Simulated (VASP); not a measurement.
Wanted: the native input for a VASP 6.6.1 run.

```yaml
Task: single point
Functional: LDA
Potentials_or_basis: VASP PAW LDA potentials, release 64 (Ga_d, P)
Cutoff: 520 eV
k_mesh: 9 × 9 × 9
Occupations: gaussian, width 0.05 eV
Spin: no spin polarisation
Dipole_correction: no
Further_INCAR_settings: ALGO = Normal; EDIFF = 1e-06; NBANDS = 26
```

The structure of GaP lies in POSCAR:

```
GaP
1.0
    1.8167770204      1.0489167018      7.2374340570
   -1.8167770204      1.0489167018      7.2374340570
    0.0000000000     -2.0978334036      7.2374340570
Ga P
2 2
Direct
    0.4359784395      0.4359784395      0.4359784395
    0.5640215605      0.5640215605      0.5640215605
    0.0580350955      0.0580350955      0.0580350955
    0.9419649045      0.9419649045      0.9419649045
```

These files were run (other wordings do the same):

INCAR

```
PREC = Accurate
ENCUT = 520
EDIFF = 1E-6
ISMEAR = 0
SIGMA = 0.05
LREAL = F
LASPH = T
NELM = 60
ALGO = Normal
ISIF = 2
LWAVE = F
LCHARG = T
LELF = T
LVHAR = T
NBANDS = 26
```

KPOINTS

```
Automatic mesh
0
Gamma
  9 9 9
```

Potentials or basis: VASP PAW LDA potentials, release 64 (Ga_d, P).

The run is started by

```console
$ cat potpaw_LDA.64/Ga_d/POTCAR potpaw_LDA.64/P/POTCAR > POTCAR
$ mpirun -np 1 vasp_std > vasp.out
```

It gave:

| Property | Result |
| --- | --- |
| Pressure | -1.2 GPa |
| Largest force | 0.777 eV/Å |
| Band gap on the k mesh | zero (bands 18 and 19 overlap by 0.46 eV) |

Caveat: the stress differs along the axes, from -17 to 7 GPa; semilocal functionals underestimate gaps, and a narrow one can read as zero.

It took 4.4 min on 1 thread of Intel(R) Xeon(R) 6975P-C (Granite Rapids) (shared host), peak memory 0.4 GiB.
